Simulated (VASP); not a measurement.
# Cs (Im-3m) in VASP: further runs

Aim: see how the results for Cs move with the level of theory and the settings. Levels: LDA, PBEsol+D3(BJ), PBE. Tasks: single point.

Everything below comes from runs of VASP 6.6.1. Logs are shortened: lines on timing, memory, paths and dates and some standing lists are left out, and cuts for length are marked.

## 1. The cell of the first run

Symmetry: Im-3m, No. 229, cubic system. Conventional cell: a = 6.257 Å, b = 6.257 Å, c = 6.257 Å, α = 90.00°, β = 90.00°, γ = 90.00°.

## 2. Single point, LDA

INCAR

```
SYSTEM = Cs
ALGO     = Normal         ! electronic algorithm
EDIFF    = 1E-6           ! SCF threshold, eV
ENCUT    = 500            ! plane-wave cutoff, eV
GGA_COMPAT= .FALSE.      
ISIF     = 2              ! what is computed and relaxed
ISMEAR   = -1             ! smearing method
LASPH    = .TRUE.         ! aspherical terms in the spheres
LCHARG   = .FALSE.        ! write CHGCAR
LREAL    = .FALSE.        ! projectors in reciprocal space
LWAVE    = .FALSE.        ! write WAVECAR
NBANDS   = 10             ! bands
NELM     = 120            ! most SCF steps
PREC     = Accurate       ! precision mode
SIGMA    = 0.1            ! smearing width, eV
```

KPOINTS

```
k-points
0
G
  2 2 2
  0 0 0
```

POSCAR

```
Cs
1.0
   -3.1284650614      3.1284650614      3.1284650614
    3.1284650614     -3.1284650614      3.1284650614
    3.1284650614      3.1284650614     -3.1284650614
Cs
1
Direct
    0.0000000000      0.0000000000      0.0000000000
```

Potentials or basis: VASP PAW LDA potentials, release 64 (Cs_sv).

Command:

```bash
cat potpaw_LDA.64/Cs_sv/POTCAR > POTCAR
mpirun -np 1 vasp_std > vasp.out
```

OUTCAR:

```text
SYSTEM = Cs
   EDIFF = 1E-6
   ENCUT = 500
   ISIF = 2
   ISMEAR = -1
   LASPH = .TRUE.
   LREAL = .FALSE.
   NELM = 120
   PREC = Accurate

 ion  position               nearest neighbor table
   1  0.000  0.000  0.000-

  LATTYP: Found a body centered cubic cell.
 ALAT       =     6.2569301228

  Lattice vectors:

 A1 = (  -3.1284650614,   3.1284650614,   3.1284650614)
 A2 = (   3.1284650614,  -3.1284650614,   3.1284650614)
 A3 = (   3.1284650614,   3.1284650614,  -3.1284650614)

Analysis of symmetry for initial positions (statically):
=====================================================================
 Subroutine PRICEL returns:
 Original cell was already a primitive cell.

 Routine SETGRP: Setting up the symmetry group for a
 body centered cubic supercell.

 Subroutine GETGRP returns: Found 48 space group operations
 (whereof 48 operations were pure point group operations)
 out of a pool of 48 trial point group operations.

The static configuration has the point symmetry O_h .

Analysis of symmetry for dynamics (positions and initial velocities):
=====================================================================
 Subroutine PRICEL returns:
 Original cell was already a primitive cell.

 Routine SETGRP: Setting up the symmetry group for a
 body centered cubic supercell.

 Subroutine GETGRP returns: Found 48 space group operations
 (whereof 48 operations were pure point group operations)
 out of a pool of 48 trial point group operations.

The dynamic configuration has the point symmetry O_h .

 Subroutine INISYM returns: Found 48 space group operations
 (whereof 48 operations are pure point group operations),
 and found     1 'primitive' translations

----------------------------------------------------------------------------------------

                                     Primitive cell

  volume of cell :     122.4768

  direct lattice vectors                    reciprocal lattice vectors
    -3.128465061  3.128465061  3.128465061     0.000000000  0.159822785  0.159822785
     3.128465061 -3.128465061  3.128465061     0.159822785  0.000000000  0.159822785
     3.128465061  3.128465061 -3.128465061     0.159822785  0.159822785  0.000000000

  length of vectors
     5.418660436  5.418660436  5.418660436     0.226023551  0.226023551  0.226023551

  position of ions in fractional coordinates (direct lattice)
     0.000000000  0.000000000  0.000000000

  ion indices of the primitive-cell ions
   primitive index   ion index
                 1           1

----------------------------------------------------------------------------------------

 KPOINTS: k-points

Automatic generation of k-mesh.
 Grid dimensions read from file:
 generate k-points for:    2    2    2

 Generating k-lattice:

  Cartesian coordinates                     Fractional coordinates (reciprocal lattice)
     0.000000000  0.079911393  0.079911393     0.500000000  0.000000000  0.000000000
     0.079911393  0.000000000  0.079911393     0.000000000  0.500000000  0.000000000
     0.079911393  0.079911393  0.000000000     0.000000000  0.000000000  0.500000000

  Length of vectors
     0.113011775  0.113011775  0.113011775

  Shift w.r.t. Gamma in fractional coordinates (k-lattice)
     0.000000000  0.000000000  0.000000000

 Subroutine IBZKPT returns following result:
 ===========================================

 Found      3 irreducible k-points:

 Following reciprocal coordinates:
            Coordinates               Weight
  0.000000  0.000000  0.000000      1.000000
  0.500000  0.000000  0.000000      6.000000
  0.500000  0.500000  0.500000      1.000000
   k-points           NKPTS =      3   k-points in BZ     NKDIM =      3   number of bands    NBANDS=     10
   number of dos      NEDOS =    301   number of ions     NIONS =      1
   total plane-waves  NPLWV =  64000
   dimension x,y,z NGX =    40 NGY =   40 NGZ =   40
   dimension x,y,z NGXF=    80 NGYF=   80 NGZF=   80
   ions per type =               1
   NGX,Y,Z   is equivalent  to a cutoff of  12.27, 12.27, 12.27 a.u.
   NGXF,Y,Z  is equivalent  to a cutoff of  24.54, 24.54, 24.54 a.u.
 SYSTEM =  Cs
   PREC   = accura    normal or accurate (medium, high low for compatibility)
   ISTART =      0    job   : 0-new  1-cont  2-samecut
   ICHARG =      2    charge: 1-file 2-atom 10-const
   ISPIN  =      1    spin polarized calculation?
   LNONCOLLINEAR =      F non collinear calculations
   LSORBIT =      F    spin-orbit coupling
   LASPH  =      T    aspherical Exc in radial PAW
   ENCUT  =  500.0 eV  36.75 Ry    6.06 a.u.   9.88  9.88  9.88*2*pi/ulx,y,z
   NELM   =    120;   NELMIN=  2; NELMDL= -5     # of ELM steps
   EDIFF  = 0.1E-05   stopping-criterion for ELM
   LREAL  =      F    real-space projection
   EDIFFG = 0.1E-04   stopping-criterion for IOM
   NSW    =      0    number of steps for IOM
   IBRION =     -1    ionic relax: 0-MD 1-quasi-New 2-CG
   NFREE  =      0    steps in history (QN), initial steepest desc. (CG)
   ISIF   =      2    stress and relaxation
   ISYM   =      2    0-nonsym 1-usesym 2-fastsym
   POTIM  = 0.5000    time-step for ionic-motion
   TEBEG  =    0.0;   TEEND  =   0.0 temperature during run
   PSTRESS=    0.0 pullay stress
   NELECT =       9.0000    total number of electrons
   NUPDOWN=      -1.0000    fix difference up-down
   EMIN   =  10.00;   EMAX   =-10.00  energy-range for DOS
   EFERMI =   0.00;   METHOD = LEGACY
   ISMEAR =    -1;   SIGMA  =   0.10  broadening in eV -4-tet -1-fermi 0-gaus
   EFERMI_NEDOS =   21; number of points for ismear=-14 and -15
   IALGO  =     38    algorithm
   IMIX   =      4    mixing-type and parameters
     AMIX     =   0.40;   BMIX     =  1.00
     AMIX_MAG =   1.60;   BMIX_MAG =  1.00
  volume/ion in A,a.u.               =     122.48       826.51
  Fermi-wavevector in a.u.,A,eV,Ry     =   0.685706  1.295796  6.397353  0.470192
  Thomas-Fermi vector in A             =   1.765724
   LORBIT       =      0    0 simple, 1 ext, 2 COOP (PROOUT), +10 PAW based schemes
   GGA     = CA    functional components
   LHFCALC =     F    Hartree Fock is set to
   AEXX    =    0.0000 exact exchange contribution
   IVDW    =     0    specifies the selected vdW correction
   LEPSILON=     F    determine dielectric tensor
   LRPA    =     F    only Hartree local field effects (RPA)
 non-spin polarized calculation
  energy-cutoff  :      500.00
  volume of cell :      122.48
 maximum number of plane-waves:      3132
 NGX is ok and might be reduce to    40
   NGX = 19   NGY = 19   NGZ = 19

 number of electron       8.9999999 magnetization

 Free energy of the ion-electron system (eV)
  ---------------------------------------------------
  ext. energy  EPLUGINS =         0.00000000
  ---------------------------------------------------
  free energy    TOTEN  =        -0.86482991 eV

  energy without entropy =       -0.76018272  energy(sigma->0) =       -0.81250632

 E-fermi :   0.2026     XC(G=0):  -5.3525

 val. band max:       -1.4529247625   @ k =   0.0000   0.0000   0.0000
 cond. band min:       0.2028098814   @ k =   0.5000   0.0000   0.0000
 fundamental gap:      1.6557346439
 Fermi energy:         0.2025996997

 k-point     1 :       0.0000    0.0000    0.0000
  band No.  band energies     occupation
      1     -23.6694      2.00000
      2     -10.4127      2.00000
      3     -10.4127      2.00000
      4     -10.4127      2.00000
      5      -1.4529      2.00000
      6       2.5406      0.00000
      7       2.5406      0.00000
      8       2.5406      0.00000
      9       3.4034      0.00000
     10       3.4034      0.00000

 k-point     2 :       0.5000    0.0000    0.0000
  band No.  band energies     occupation
      1     -23.6643      2.00000
      2     -10.5271      2.00000
      3     -10.4514      2.00000
      4     -10.4126      2.00000
      5       0.2028      0.99895
      6       1.0496      0.00042
      7       1.7695      0.00000
      8       3.1729      0.00000
      9       3.7859      0.00000
     10       4.4553      0.00000

 k-point     3 :       0.5000    0.5000    0.5000
  band No.  band energies     occupation
      1     -23.6603      2.00000
      2     -10.4954      2.00000
      3     -10.4954      2.00000
      4     -10.4954      2.00000
      5       0.8987      0.00189
      6       0.8987      0.00189
      7       3.0219      0.00000
      8       3.0219      0.00000
      9       3.0219      0.00000
     10       4.1399      0.00000

------------------------ aborting loop because EDIFF is reached ----------------------------------------

  FORCE on cell =-STRESS in cart. coord.  units (eV):
  Direction    XX          YY          ZZ          XY          YZ          ZX
  --------------------------------------------------------------------------------------
  -------------------------------------------------------------------------------------
  Total       -0.5819694     -0.5819694     -0.5819694      0.0000000      0.0000000      0.0000000
  in kB       -7.6130175     -7.6130175     -7.6130175      0.0000000      0.0000000      0.0000000
  external PRESSURE =      -7.6130175 kB  Pullay stress =       0.0000000 kB

 VOLUME and BASIS-vectors are now :
 -----------------------------------------------------------------------------
  energy-cutoff  :      500.00
  volume of cell :      122.48
      direct lattice vectors                 reciprocal lattice vectors
    -3.128465061  3.128465061  3.128465061     0.000000000  0.159822785  0.159822785
     3.128465061 -3.128465061  3.128465061     0.159822785  0.000000000  0.159822785
     3.128465061  3.128465061 -3.128465061     0.159822785  0.159822785  0.000000000

 POSITION                                       TOTAL-FORCE (eV/Angst)
 -----------------------------------------------------------------------------------
      0.00000      0.00000      0.00000         0.000000      0.000000      0.000000
 -----------------------------------------------------------------------------------
    total drift:                               -0.000000      0.000000     -0.000000

  FREE ENERGIE OF THE ION-ELECTRON SYSTEM (eV)
  ---------------------------------------------------
  free  energy   TOTEN  =        -0.8648299117 eV

  energy  without entropy=       -0.7601827190  energy(sigma->0) =       -0.81250632
```

It took 6.1 s on 1 thread of Intel Xeon 8259CL, shared host; peak memory 0.18 GiB.

Results:

| Quantity | Value |
| --- | --- |
| Free energy | -0.8648 eV |
| Pressure | -0.8 GPa |

Levels at points of the mesh, in eV from the Fermi level:
```tsv
k point	band 1	band 2	band 3	band 4	band 5	band 6	band 7	band 8
(0.00, 0.00, 0.00)	-23.87	-10.62	-10.62	-10.62	-1.66	2.34	2.34	2.34
(0.50, 0.00, 0.00)	-23.87	-10.73	-10.65	-10.62	0.00	0.85	1.57	2.97
(0.50, 0.50, 0.50)	-23.86	-10.70	-10.70	-10.70	0.70	0.70	2.82	2.82
```

Caveat: the k points lie up to 0.71 Å⁻¹ apart; spin-orbit coupling is left out, which moves the levels of the heavy elements.

(Continued in part 2 of 2.)
